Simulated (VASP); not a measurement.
Co:

```
Co
1.0
     2.45398    0.00000    0.00000
    -1.22699    2.12521    0.00000
     0.00000    0.00000    8.03395
Co
4
Direct
  0.66667 0.33333 0.75000
  0.00000 0.00000 0.50000
  0.33333 0.66667 0.25000
  0.00000 0.00000 0.00000
```

Program: VASP 6.6.1. Alike in all runs: task single point; spin collinear, ferromagnetic start; cell as given; k mesh 12 × 12 × 4; cutoff (eV) 520; smearing fermi-dirac 0.05 eV.

Question: Order these runs on this cell by their pressure, lowest first.
A. level LDA; potentials or basis VASP PAW LDA potentials, release 64 (Co)
B. level PBE+D3(BJ); potentials or basis VASP PAW PBE potentials, release 64 (Co)
C. level r2SCAN; potentials or basis VASP PAW PBE potentials, release 64 (Co)

Answer: A (-11.8 GPa), B (1.6 GPa), C (4.6 GPa).

Caveats: the cell stands under tension (at least some runs); the cell stands under pressure (at least some runs); the PAW data sets were made with another functional, which shifts forces and pressure a little (at least some runs).
